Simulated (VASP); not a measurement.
# Al (Im-3m) in VASP: settings compared

Al is run at these levels: PBE+D4, PBE; tasks: density of states.

All numbers are computed with VASP 6.6.1; they aren't measurements. Logs are shortened: lines on timing, memory, paths and dates and some standing lists are left out, and cuts for length are marked.

## (1) The cell of the first run

Symmetry: Im-3m, No. 229, cubic system. The conventional cell has a = 3.182 Å, b = 3.182 Å, c = 3.182 Å, α = 90.00°, β = 90.00°, γ = 90.00°. Al (site symmetry m-3m) has 14 Al at 2.76 to 3.18 Å within 3.6 Å.

## (2) Density of states, PBE+D4

File POSCAR:

```
Al
1.0
   -1.5912186900      1.5912186900      1.5912186900
    1.5912186900     -1.5912186900      1.5912186900
    1.5912186900      1.5912186900     -1.5912186900
Al
1
Direct
    0.0000000000      0.0000000000      0.0000000000
```

File INCAR.step1:

```
SYSTEM = Al
ALGO     = Normal         ! electronic algorithm
EDIFF    = 1E-6           ! SCF threshold, eV
ENCUT    = 400            ! plane-wave cutoff, eV
GGA      = PE             ! functional
GGA_COMPAT= .False.      
ISIF     = 2              ! what is computed and relaxed
ISMEAR   = 1              ! smearing method
ISYM     = 0            
IVDW     = 13             ! dispersion correction
LASPH    = .True.         ! aspherical terms in the spheres
LCHARG   = .True.         ! write CHGCAR
LORBIT   = 11             ! projections on sites
LREAL    = .False.        ! projectors in reciprocal space
LWAVE    = .False.        ! write WAVECAR
NBANDS   = 8              ! bands
NEDOS    = 2001           ! points of the DOS
NELM     = 120            ! most SCF steps
PREC     = Accurate       ! precision mode
SIGMA    = 0.022          ! smearing width, eV
```

File KPOINTS.step1:

```
Automatic mesh
0
Gamma
  2 2 2
  0 0 0.5
```

File INCAR.step2:

```
SYSTEM = Al
ALGO     = Normal         ! electronic algorithm
EDIFF    = 1E-6           ! SCF threshold, eV
ENCUT    = 400            ! plane-wave cutoff, eV
GGA      = PE             ! functional
GGA_COMPAT= .False.      
ICHARG   = 11             ! starting density
ISIF     = 2              ! what is computed and relaxed
ISMEAR   = 0              ! smearing method
ISYM     = 0            
IVDW     = 13             ! dispersion correction
LASPH    = .True.         ! aspherical terms in the spheres
LCHARG   = .False.        ! write CHGCAR
LORBIT   = 10             ! projections on sites
LREAL    = .False.        ! projectors in reciprocal space
LWAVE    = .False.        ! write WAVECAR
NEDOS    = 2001           ! points of the DOS
NELM     = 120            ! most SCF steps
PREC     = Accurate       ! precision mode
SIGMA    = 0.022          ! smearing width, eV
```

File KPOINTS.step2:

```
k-points
0
Gamma
  3 3 3
  0 0 0
```

Potentials or basis: VASP PAW PBE potentials, release 64 (Al).

On the command line:

```sh
cat potpaw_PBE.64/Al/POTCAR > POTCAR
cp INCAR.step1 INCAR
cp KPOINTS.step1 KPOINTS
mpirun -np 1 vasp_std > vasp.out
cp INCAR.step2 INCAR
cp KPOINTS.step2 KPOINTS
mpirun -np 1 vasp_std > vasp.out
```

OUTCAR:

```text
SYSTEM = Al
   EDIFF = 1E-6
   ENCUT = 400
   GGA = PE
   ICHARG = 11
   ISIF = 2
   ISMEAR = 0
   ISYM = 0
   IVDW = 13
   LASPH = .True.
   LORBIT = 10
   LREAL = .False.
   NELM = 120
   PREC = Accurate

 ion  position               nearest neighbor table
   1  0.000  0.000  0.000-

IMPORTANT INFORMATION: All symmetrisations will be switched off!
NOSYMM: (Re-)initialisation of all symmetry stuff for point group C_1.

----------------------------------------------------------------------------------------

                                     Primitive cell

  volume of cell :      16.1157

  direct lattice vectors                    reciprocal lattice vectors
    -1.591218690  1.591218690  1.591218690     0.000000000  0.314224565  0.314224565
     1.591218690 -1.591218690  1.591218690     0.314224565  0.000000000  0.314224565
     1.591218690  1.591218690 -1.591218690     0.314224565  0.314224565  0.000000000

  length of vectors
     2.756071617  2.756071617  2.756071617     0.444380641  0.444380641  0.444380641

  position of ions in fractional coordinates (direct lattice)
     0.000000000  0.000000000  0.000000000

  ion indices of the primitive-cell ions
   primitive index   ion index
                 1           1

----------------------------------------------------------------------------------------

 KPOINTS: k-points

Automatic generation of k-mesh.
 Grid dimensions read from file:
 generate k-points for:    3    3    3

 Generating k-lattice:

  Cartesian coordinates                     Fractional coordinates (reciprocal lattice)
     0.000000000  0.104741522  0.104741522     0.333333333  0.000000000  0.000000000
     0.104741522  0.000000000  0.104741522     0.000000000  0.333333333  0.000000000
     0.104741522  0.104741522  0.000000000     0.000000000  0.000000000  0.333333333

  Length of vectors
     0.148126880  0.148126880  0.148126880

  Shift w.r.t. Gamma in fractional coordinates (k-lattice)
     0.000000000  0.000000000  0.000000000

 Subroutine IBZKPT returns following result:
 ===========================================

 Found     14 irreducible k-points:

 Following reciprocal coordinates:
            Coordinates               Weight
  0.000000  0.000000  0.000000      1.000000
  0.333333  0.000000  0.000000      2.000000
  0.000000  0.333333  0.000000      2.000000
  0.000000  0.000000  0.333333      2.000000
  0.333333  0.000000 -0.333333      2.000000
  0.333333 -0.333333  0.000000      2.000000
  0.000000  0.333333 -0.333333      2.000000
  0.333333  0.333333  0.000000      2.000000
  0.000000  0.333333  0.333333      2.000000
  0.333333  0.000000  0.333333      2.000000
 -0.333333 -0.333333 -0.333333      2.000000
 -0.333333  0.333333  0.333333      2.000000
  0.333333 -0.333333  0.333333      2.000000
  0.333333  0.333333 -0.333333      2.000000
   k-points           NKPTS =     14   k-points in BZ     NKDIM =     14   number of bands    NBANDS=      5
   number of dos      NEDOS =   2001   number of ions     NIONS =      1
   total plane-waves  NPLWV =   5832
   dimension x,y,z NGX =    18 NGY =   18 NGZ =   18
   dimension x,y,z NGXF=    36 NGYF=   36 NGZF=   36
   ions per type =               1
   NGX,Y,Z   is equivalent  to a cutoff of  10.86, 10.86, 10.86 a.u.
   NGXF,Y,Z  is equivalent  to a cutoff of  21.72, 21.72, 21.72 a.u.
 SYSTEM =  Al
   PREC   = accura    normal or accurate (medium, high low for compatibility)
   ISTART =      0    job   : 0-new  1-cont  2-samecut
   ICHARG =     11    charge: 1-file 2-atom 10-const
   ISPIN  =      1    spin polarized calculation?
   LNONCOLLINEAR =      F non collinear calculations
   LSORBIT =      F    spin-orbit coupling
   LASPH  =      T    aspherical Exc in radial PAW
   ENCUT  =  400.0 eV  29.40 Ry    5.42 a.u.   4.49  4.49  4.49*2*pi/ulx,y,z
   NELM   =    120;   NELMIN=  2; NELMDL=  0     # of ELM steps
   EDIFF  = 0.1E-05   stopping-criterion for ELM
   LREAL  =      F    real-space projection
   EDIFFG = 0.1E-04   stopping-criterion for IOM
   NSW    =      0    number of steps for IOM
   IBRION =     -1    ionic relax: 0-MD 1-quasi-New 2-CG
   NFREE  =      0    steps in history (QN), initial steepest desc. (CG)
   ISIF   =      2    stress and relaxation
   ISYM   =      0    0-nonsym 1-usesym 2-fastsym
   POTIM  = 0.5000    time-step for ionic-motion
   TEBEG  =    0.0;   TEEND  =   0.0 temperature during run
   PSTRESS=    0.0 pullay stress
   NELECT =       3.0000    total number of electrons
   NUPDOWN=      -1.0000    fix difference up-down
   EMIN   =  10.00;   EMAX   =-10.00  energy-range for DOS
   EFERMI =   0.00;   METHOD = LEGACY
   ISMEAR =     0;   SIGMA  =   0.02  broadening in eV -4-tet -1-fermi 0-gaus
   EFERMI_NEDOS =   21; number of points for ismear=-14 and -15
   IALGO  =     38    algorithm
   IMIX   =      4    mixing-type and parameters
     AMIX     =   0.40;   BMIX     =  1.00
     AMIX_MAG =   1.60;   BMIX_MAG =  1.00
  volume/ion in A,a.u.               =      16.12       108.75
  Fermi-wavevector in a.u.,A,eV,Ry     =   0.934757  1.766435 11.888371  0.873771
  Thomas-Fermi vector in A             =   2.061595
   LORBIT       =     10    0 simple, 1 ext, 2 COOP (PROOUT), +10 PAW based schemes
   GGA     = PE    functional components
   LHFCALC =     F    Hartree Fock is set to
   AEXX    =    0.0000 exact exchange contribution
   IVDW    =    13    specifies the selected vdW correction
   LEPSILON=     F    determine dielectric tensor
   LRPA    =     F    only Hartree local field effects (RPA)
 non-spin polarized calculation
 Gauss-broadening in eV      SIGMA  =   0.02
  energy-cutoff  :      400.00
  volume of cell :       16.12
 maximum number of plane-waves:       321
 NGX is ok and might be reduce to    18

 number of electron       3.0000000 magnetization

 Free energy of the ion-electron system (eV)
  ---------------------------------------------------
  ext. energy  EPLUGINS =         0.00000000
  ---------------------------------------------------
  free energy    TOTEN  =        -3.48632420 eV

  energy without entropy =       -3.48306060  energy(sigma->0) =       -3.48469240

 E-fermi :   7.0999     XC(G=0): -10.2920

 val. band max:        7.0923006473   @ k =   0.0000   0.3333   0.3333
 cond. band min:       9.4530702664   @ k =   0.3333   0.0000  -0.3333
 fundamental gap:      2.3607696191
 Fermi energy:         7.0999041925

 k-point     1 :       0.0000    0.0000    0.0000
  band No.  band energies     occupation
      1      -3.0498      2.00000
      2      21.6599      0.00000
      3      21.6599      0.00000
      4      21.6599      0.00000
      5      23.2792      0.00000

 k-point     2 :       0.3333    0.0000    0.0000
  band No.  band energies     occupation
      1       0.1624      2.00000
      2       9.4531      0.00000
      3      17.2141      0.00000
      4      17.3437      0.00000
      5      19.0838      0.00000

 k-point     3 :       0.0000    0.3333    0.0000
  band No.  band energies     occupation
      1       0.1624      2.00000
      2       9.4531      0.00000
      3      17.2141      0.00000
      4      17.3437      0.00000
      5      19.0838      0.00000

 k-point     4 :       0.0000    0.0000    0.3333
  band No.  band energies     occupation
      1       0.1624      2.00000
      2       9.4531      0.00000
      3      17.2141      0.00000
      4      17.3437      0.00000
      5      19.0838      0.00000

 k-point     5 :       0.3333    0.0000   -0.3333
  band No.  band energies     occupation
      1       0.1624      2.00000
      2       9.4531      0.00000
      3      17.2141      0.00000
      4      17.3437      0.00000
      5      19.0838      0.00000

 k-point     6 :       0.3333   -0.3333    0.0000
  band No.  band energies     occupation
      1       0.1624      2.00000
      2       9.4531      0.00000
      3      17.2141      0.00000
      4      17.3437      0.00000
      5      19.0838      0.00000

 k-point     7 :       0.0000    0.3333   -0.3333
  band No.  band energies     occupation
      1       0.1624      2.00000
      2       9.4531      0.00000
      3      17.2141      0.00000
      4      17.3437      0.00000
      5      19.0838      0.00000

 k-point     8 :       0.3333    0.3333    0.0000
  band No.  band energies     occupation
      1       6.0964      2.00000
      2       6.0964      2.00000
      3       7.0923      1.37500
      4      15.4970      0.00000
      5      24.2256      0.00000

 k-point     9 :       0.0000    0.3333    0.3333
  band No.  band energies     occupation
      1       6.0964      2.00000
      2       6.0964      2.00000
      3       7.0923      1.37500
      4      15.4970      0.00000
      5      24.2256      0.00000

 k-point    10 :       0.3333    0.0000    0.3333
  band No.  band energies     occupation
      1       6.0964      2.00000
      2       6.0964      2.00000
      3       7.0923      1.37500
      4      15.4970      0.00000
      5      24.2256      0.00000

 k-point    11 :      -0.3333   -0.3333   -0.3333
  band No.  band energies     occupation
      1       6.0964      2.00000
      2       6.0964      2.00000
      3       7.0923      1.37500
      4      15.4970      0.00000
      5      24.2256      0.00000

 k-point    12 :      -0.3333    0.3333    0.3333
  band No.  band energies     occupation
      1       3.3017      2.00000
      2      11.5685      0.00000
      3      11.5685      0.00000
      4      12.8345      0.00000
      5      14.6361      0.00000

 k-point    13 :       0.3333   -0.3333    0.3333
  band No.  band energies     occupation
      1       3.3017      2.00000
      2      11.5685      0.00000
      3      11.5685      0.00000
      4      12.8345      0.00000
      5      14.6361      0.00000

 k-point    14 :       0.3333    0.3333   -0.3333
  band No.  band energies     occupation
      1       3.3017      2.00000
      2      11.5685      0.00000
      3      11.5685      0.00000
      4      12.8345      0.00000
      5      14.6361      0.00000

------------------------ aborting loop because EDIFF is reached ----------------------------------------

  DFT-D4 for vdW energy calculation

  Edisp (eV):   -0.35101

  FORCE on cell =-STRESS in cart. coord.  units (eV):
  Direction    XX          YY          ZZ          XY          YZ          ZX
  --------------------------------------------------------------------------------------
  -------------------------------------------------------------------------------------
  Total       0.08246     0.08246     0.08246     0.00000     0.00000    -0.00000
  in kB       8.19784     8.19753     8.19753     0.00006     0.00022    -0.00013
  external pressure =        8.20 kB  Pullay stress =        0.00 kB

 VOLUME and BASIS-vectors are now :
 -----------------------------------------------------------------------------
  energy-cutoff  :      400.00
  volume of cell :       16.12
      direct lattice vectors                 reciprocal lattice vectors
    -1.591218690  1.591218690  1.591218690     0.000000000  0.314224565  0.314224565
     1.591218690 -1.591218690  1.591218690     0.314224565  0.000000000  0.314224565
     1.591218690  1.591218690 -1.591218690     0.314224565  0.314224565  0.000000000

 POSITION                                       TOTAL-FORCE (eV/Angst)
 -----------------------------------------------------------------------------------
      0.00000      0.00000      0.00000         0.000001      0.000000      0.000000
 -----------------------------------------------------------------------------------
    total drift:                                0.000001      0.000000      0.000000

  FREE ENERGIE OF THE ION-ELECTRON SYSTEM (eV)
  ---------------------------------------------------
  free  energy   TOTEN  =        -3.8373350425 eV

  energy  without entropy=       -3.8340714421  energy(sigma->0) =       -3.83570324

 total charge

# of ion       s       p       d       tot
------------------------------------------
    1        0.429   0.350   0.000   0.779
```

Wall time 8 s (1 thread of Intel Xeon 8259CL, shared host); peak memory 0.11 GiB.

Results:

```yaml
Valence_electrons_inside_the_program's_atomic_spheres: Al 0.78
Dispersion_energy_per_atom: -0.351 eV
```

Caveat: the k points lie up to 1.40 Å⁻¹ apart; pairwise dispersion overbinds metals, which lowers pressure and volume.

## (3) Density of states, PBE

POSCAR is that of step 2.

File INCAR.step1:

```
PREC = Accurate ; ENCUT = 400
EDIFF = 1E-6 ; ISMEAR = 0
SIGMA = 0.1 ; LREAL = False
LASPH = True ; NELM = 120
ALGO = Normal ; ISIF = 2
LWAVE = False ; LCHARG = True
GGA = PE ; NBANDS = 8
GGA_COMPAT = False ; NEDOS = 2001
LORBIT = 11
```

File KPOINTS.step1:

```
Automatic mesh
0
Gamma
  10 10 10
```

File INCAR.step2:

```
PREC = Accurate ; ENCUT = 400
EDIFF = 1E-6 ; ISMEAR = -5
SIGMA = 0.1 ; LREAL = False
LASPH = True ; NELM = 120
ALGO = Normal ; ISIF = 2
LWAVE = False ; LCHARG = False
GGA = PE ; LORBIT = 11
NBANDS = 8 ; NEDOS = 2001
ICHARG = 11 ; GGA_COMPAT = False
```

File KPOINTS.step2:

```
Automatic mesh
0
Gamma
  15 15 15
```

Potentials or basis: VASP PAW PBE potentials, release 64 (Al).

On the command line:

```sh
cat potpaw_PBE.64/Al/POTCAR > POTCAR
cp INCAR.step1 INCAR
cp KPOINTS.step1 KPOINTS
mpirun -np 1 vasp_std > vasp.out
cp INCAR.step2 INCAR
cp KPOINTS.step2 KPOINTS
mpirun -np 1 vasp_std > vasp.out
```

OUTCAR:

```text
PREC = Accurate
   ENCUT = 400
   EDIFF = 1E-6
   ISMEAR = -5
   LREAL = False
   LASPH = True
   NELM = 120
   ISIF = 2
   GGA = PE
   LORBIT = 11
   ICHARG = 11

 ion  position               nearest neighbor table
   1  0.000  0.000  0.000-

  LATTYP: Found a body centered cubic cell.
 ALAT       =     3.1824373800

  Lattice vectors:

 A1 = (  -1.5912186900,   1.5912186900,   1.5912186900)
 A2 = (   1.5912186900,  -1.5912186900,   1.5912186900)
 A3 = (   1.5912186900,   1.5912186900,  -1.5912186900)

[... 440 lines left out ...]
      5      21.4425      0.00000
      6      25.2034      0.00000
      7      26.2821      0.00000
      8      28.5410      0.00000

 [... further k-points ...]
[... 5 lines left out ...]
  --------------------------------------------------------------------------------------
  -------------------------------------------------------------------------------------
  Total        0.3146782      0.3146782      0.3146782     -0.0000000     -0.0000000      0.0000000
  in kB       31.2843884     31.2843884     31.2843884     -0.0000000     -0.0000000      0.0000000
  external PRESSURE =      31.2843884 kB  Pullay stress =       0.0000000 kB

 VOLUME and BASIS-vectors are now :
 -----------------------------------------------------------------------------
  energy-cutoff  :      400.00
  volume of cell :       16.12
      direct lattice vectors                 reciprocal lattice vectors
    -1.591218690  1.591218690  1.591218690     0.000000000  0.314224565  0.314224565
     1.591218690 -1.591218690  1.591218690     0.314224565  0.000000000  0.314224565
     1.591218690  1.591218690 -1.591218690     0.314224565  0.314224565  0.000000000

 POSITION                                       TOTAL-FORCE (eV/Angst)
 -----------------------------------------------------------------------------------
      0.00000      0.00000      0.00000        -0.000000      0.000000      0.000000
 -----------------------------------------------------------------------------------
    total drift:                               -0.000000     -0.000000      0.000000

  FREE ENERGIE OF THE ION-ELECTRON SYSTEM (eV)
  ---------------------------------------------------
  free  energy   TOTEN  =        -3.6427877819 eV

  energy  without entropy=       -3.6427877819  energy(sigma->0) =       -3.64278778

 total charge

# of ion       s       p       d       tot
------------------------------------------
    1        0.441   0.337   0.000   0.778
```

Run time: 18 s. Hardware: 1 thread of AMD EPYC 7R13, shared host; peak memory 0.09 GiB.

What came out:

| Property | Result |
| --- | --- |
| Valence electrons inside the program's atomic spheres | Al 0.78 |

Caveat: tetrahedron occupations give inexact forces and stress in metals.

[end of part 1 of 2]
